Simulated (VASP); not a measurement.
# CrCuTe3 (P6/mmm) in VASP: single point with PBE

Aim: the single point of CrCuTe3 with PBE.

All numbers are computed with VASP 6.6.1; they aren't measurements. Logs are shortened: lines on timing, memory, paths and dates and some standing lists are left out, and cuts for length are marked.

## (1) The cell of the first run

The structure is hexagonal, space group P6/mmm (No. 191). The conventional cell has a = 6.105 Å, b = 6.105 Å, c = 5.003 Å, α = 90.00°, β = 90.00°, γ = 120.00°. Cr (site symmetry 6/mmm) has 2 Cu at 2.50 Å within 3.3 Å. Within 3.3 Å of Cu (site symmetry 6/mmm) lie 2 Cr at 2.50 Å and 6 Te at 3.05 Å. Within 4.0 Å of Te (site symmetry mmm) lie 2 Cu at 3.05 Å and 4 Te at 3.05 Å and 4 Cr at 3.95 Å.

The cell was generated, and may not be a known phase.

## (2) Single point, PBE, collinear spin, ferromagnetic start

The input, INCAR:

```
SYSTEM = CrCuTe3
ALGO     = Normal         ! electronic algorithm
EDIFF    = 1E-7           ! SCF threshold, eV
ENCUT    = 520            ! plane-wave cutoff, eV
GGA      = PE             ! functional
ISIF     = 2              ! what is computed and relaxed
ISMEAR   = 0              ! smearing method
ISPIN    = 2              ! spin polarisation
LASPH    = .True.         ! aspherical terms in the spheres
LCHARG   = .True.         ! write CHGCAR
LELF     = .True.         ! ELF
LMAXMIX  = 4              ! l up to which the mixer works
LORBIT   = 11             ! projections on sites
LREAL    = .False.        ! projectors in reciprocal space
LVHAR    = .True.       
LWAVE    = .False.        ! write WAVECAR
MAGMOM   = 4.32 0 0 0 0   ! initial moments
NBANDS   = 32             ! bands
NELM     = 150            ! most SCF steps
PREC     = Accurate       ! precision mode
SIGMA    = 0.1            ! smearing width, eV
```

The input, KPOINTS:

```
k-points
0
Gamma
  6 6 8
  0 0 0
```

The input, POSCAR:

```
CrCuTe3
1.0
    6.1053224948      0.0000000000      0.0000000000
   -3.0526612474      5.2873643788      0.0000000000
    0.0000000000      0.0000000000      5.0030360819
Cr Cu Te
1 1 3
Direct
    0.0000000000      0.0000000000      0.5000000000
    0.0000000000      0.0000000000      0.0000000000
    0.5000000000      0.0000000000      0.0000000000
    0.0000000000      0.5000000000      0.0000000000
    0.5000000000      0.5000000000      0.0000000000
```

Potentials or basis: VASP PAW PBE potentials, release 64 (Cr_pv, Cu, Te).

Command:

```sh
$ cat potpaw_PBE.64/Cr_pv/POTCAR potpaw_PBE.64/Cu/POTCAR potpaw_PBE.64/Te/POTCAR > POTCAR
$ mpirun -np 1 vasp_std > vasp.out
```

OUTCAR:

```text
SYSTEM = CrCuTe3
   EDIFF = 1E-7
   ENCUT = 520
   GGA = PE
   ISIF = 2
   ISMEAR = 0
   ISPIN = 2
   LASPH = .True.
   LORBIT = 11
   LREAL = .False.
   NELM = 150
   PREC = Accurate

 ion  position               nearest neighbor table
   1  0.000  0.000  0.500-   2 2.50   2 2.50
   2  0.000  0.000  0.000-   1 2.50   1 2.50   3 3.05   3 3.05   4 3.05   4 3.05   5 3.05   5 3.05

   3  0.500  0.000  0.000-   2 3.05   2 3.05   5 3.05   5 3.05   4 3.05   4 3.05
   4  0.000  0.500  0.000-   5 3.05   5 3.05   2 3.05   2 3.05   3 3.05   3 3.05
   5  0.500  0.500  0.000-   4 3.05   4 3.05   2 3.05   3 3.05   3 3.05   2 3.05

  LATTYP: Found a hexagonal cell.
 ALAT       =     6.1053224948
 C/A-ratio  =     0.8194548423

  Lattice vectors:

 A1 = (   6.1053224948,   0.0000000000,   0.0000000000)
 A2 = (  -3.0526612474,   5.2873643788,   0.0000000000)
 A3 = (   0.0000000000,   0.0000000000,   5.0030360819)

Analysis of symmetry for initial positions (statically):
=====================================================================
 Subroutine PRICEL returns:
 Original cell was already a primitive cell.

 Routine SETGRP: Setting up the symmetry group for a
 hexagonal supercell.

 Subroutine GETGRP returns: Found 24 space group operations
 (whereof 24 operations were pure point group operations)
 out of a pool of 24 trial point group operations.

The static configuration has the point symmetry D_6h.

Analysis of symmetry for dynamics (positions and initial velocities):
=====================================================================
 Subroutine PRICEL returns:
 Original cell was already a primitive cell.

 Routine SETGRP: Setting up the symmetry group for a
 hexagonal supercell.

 Subroutine GETGRP returns: Found 24 space group operations
 (whereof 24 operations were pure point group operations)
 out of a pool of 24 trial point group operations.

The dynamic configuration has the point symmetry D_6h.

Analysis of structural, dynamic, and magnetic symmetry:
=====================================================================
 Subroutine PRICEL returns:
 Original cell was already a primitive cell.

 Routine SETGRP: Setting up the symmetry group for a
 hexagonal supercell.

 Subroutine GETGRP returns: Found 24 space group operations
 (whereof 24 operations were pure point group operations)
 out of a pool of 24 trial point group operations.

The overall configuration has the point symmetry D_6h.

 Subroutine INISYM returns: Found 24 space group operations
 (whereof 24 operations are pure point group operations),
 and found     1 'primitive' translations

[... 136 lines left out ...]
 NGX is ok and might be reduce to    48
   NGX = 23   NGY = 23   NGZ = 19

 number of electron      41.0000020 magnetization       4.8563187

 Free energy of the ion-electron system (eV)
  ---------------------------------------------------
  ext. energy  EPLUGINS =         0.00000000
  ---------------------------------------------------
  free energy    TOTEN  =       -18.63429148 eV

  energy without entropy =      -18.61976025  energy(sigma->0) =      -18.62702587

 E-fermi :   4.1917     XC(G=0):  -8.5977

 val. band max:        4.1851532106   @ k =   0.5000   0.0000   0.1250
 cond. band min:       4.1962285027   @ k =   0.0000   0.0000   0.3750
 fundamental gap:      0.0110752921
 Fermi energy:         4.1916960969

 spin component 1

 k-point     1 :       0.0000    0.0000    0.0000
  band No.  band energies     occupation
      1     -39.2651      1.00000
      2     -39.2101      1.00000
      3     -39.2101      1.00000
      4      -9.0366      1.00000
      5      -5.6594      1.00000
      6      -5.6594      1.00000
[... 829 lines left out ...]
     31       9.8119      0.00000
     32      11.2237      0.00000

 [... further k-points ...]

 spin component 2

 k-point     1 :       0.0000    0.0000    0.0000
  band No.  band energies     occupation
      1     -35.2678      1.00000
      2     -35.0636      1.00000
      3     -35.0636      1.00000
      4      -9.0363      1.00000
      5      -5.6776      1.00000
      6      -5.6776      1.00000
[... 829 lines left out ...]
     31      10.1494      0.00000
     32      11.8062      0.00000

 [... further k-points ...]

------------------------ aborting loop because EDIFF is reached ----------------------------------------

  FORCE on cell =-STRESS in cart. coord.  units (eV):
  Direction    XX          YY          ZZ          XY          YZ          ZX
  --------------------------------------------------------------------------------------
  -------------------------------------------------------------------------------------
  Total       -0.0114665     -0.0114665     -0.0028491      0.0000000      0.0000000      0.0000000
  in kB       -0.1137520     -0.1137520     -0.0282647      0.0000000      0.0000000      0.0000000
  external PRESSURE =      -0.0852563 kB  Pullay stress =       0.0000000 kB

 VOLUME and BASIS-vectors are now :
 -----------------------------------------------------------------------------
  energy-cutoff  :      520.00
  volume of cell :      161.50
      direct lattice vectors                 reciprocal lattice vectors
     6.105322495  0.000000000  0.000000000     0.163791512  0.094565073  0.000000000
    -3.052661247  5.287364379  0.000000000     0.000000000  0.189130147  0.000000000
     0.000000000  0.000000000  5.003036082     0.000000000  0.000000000  0.199878630

 POSITION                                       TOTAL-FORCE (eV/Angst)
 -----------------------------------------------------------------------------------
      0.00000      0.00000      2.50152        -0.000000      0.000000      0.000000
      0.00000      0.00000      0.00000        -0.000000      0.000000      0.000000
      3.05266      0.00000      0.00000         0.000000      0.000000      0.000000
     -1.52633      2.64368      0.00000        -0.000000      0.000000      0.000000
      1.52633      2.64368      0.00000         0.000000      0.000000      0.000000
 -----------------------------------------------------------------------------------
    total drift:                                0.000000      0.000000      0.000000

  FREE ENERGIE OF THE ION-ELECTRON SYSTEM (eV)
  ---------------------------------------------------
  free  energy   TOTEN  =       -18.6342914847 eV

  energy  without entropy=      -18.6197602520  energy(sigma->0) =      -18.62702587

 total charge

# of ion       s       p       d       tot
------------------------------------------
    1        0.206   6.051   4.221  10.477
    2        0.486   0.197   9.211   9.894
    3        1.435   1.798   0.048   3.280
    4        1.435   1.798   0.048   3.280
    5        1.435   1.798   0.048   3.280
--------------------------------------------------
tot          4.996  11.642  13.574  30.212

 magnetization (x)

# of ion       s       p       d       tot
------------------------------------------
    1        0.086   0.023   4.057   4.166
    2       -0.007   0.048   0.047   0.088
    3        0.003  -0.017   0.002  -0.012
    4        0.003  -0.017   0.002  -0.012
    5        0.003  -0.017   0.002  -0.012
--------------------------------------------------
tot          0.089   0.020   4.109   4.218
```

OSZICAR:

```text
N       E                     dE             d eps       ncg     rms          rms(c)
DAV:   1     0.274347550151E+03    0.27435E+03   -0.17985E+04  5224   0.117E+03
DAV:   2     0.488297652262E+01   -0.26946E+03   -0.25426E+03  4584   0.278E+02
[... 11 lines left out ...]
DAV:  14    -0.186342811773E+02   -0.60718E-05   -0.95209E-04  5824   0.171E-01    0.490E-02
DAV:  15    -0.186342883628E+02   -0.71856E-05   -0.55100E-05  6168   0.585E-02    0.336E-02
DAV:  16    -0.186342903892E+02   -0.20264E-05   -0.41831E-06  6464   0.162E-02    0.215E-02
DAV:  17    -0.186342915354E+02   -0.11462E-05   -0.35465E-06  6080   0.358E-02    0.109E-02
DAV:  18    -0.186342915039E+02    0.31473E-07   -0.34739E-06  6464   0.175E-02    0.207E-03
DAV:  19    -0.186342914847E+02    0.19187E-07   -0.30770E-07  5040   0.395E-03
   1 F= -.18634291E+02 E0= -.18627026E+02  d E =-.145312E-01  mag=     4.8564
```

Run time: 15 min. Hardware: 1 thread of Intel Xeon 8259CL, shared host; peak memory 0.55 GiB.

Results:

```
Free energy                                           : -18.6343 eV
Pressure                                              : 0.0 GPa
Net moment                                            : 4.86 μB per cell
Site moments                                          : Cr +4.17; Cu +0.09; Te -0.01 μB
Valence electrons inside the program's atomic spheres : Cr 10.48; Cu 9.89; Te 3.28
```

Levels at points of the mesh, in eV from the Fermi level:
Spin up:
| k point | band 21 | band 22 | band 23 | band 24 | band 25 | band 26 |
| --- | --- | --- | --- | --- | --- | --- |
| (0.00, 0.00, 0.00) | -0.42 | -0.14 | -0.14 | 2.20 | 2.76 | 3.08 |
| (0.50, 0.00, 0.00) | -0.48 | -0.32 | -0.26 | 0.11 | 0.93 | 2.08 |
| (0.00, 0.00, 0.50) | -0.57 | 0.01 | 0.01 | 0.76 | 2.25 | 2.90 |
| (0.50, 0.00, 0.50) | -0.78 | -0.63 | -0.61 | -0.36 | 0.26 | 1.90 |
Spin down:
```tsv
k point	band 16	band 17	band 18	band 19	band 20	band 21
(0.00, 0.00, 0.00)	-2.03	-0.20	-0.20	1.57	2.18	2.81
(0.50, 0.00, 0.00)	-1.63	-1.56	-0.82	-0.26	1.32	2.36
(0.00, 0.00, 0.50)	-1.51	-0.90	-0.90	1.12	2.23	2.64
(0.50, 0.00, 0.50)	-2.26	-1.51	-0.90	-0.76	0.45	2.06
```

Caveat: spin-orbit coupling is left out, which moves the levels of the heavy elements.
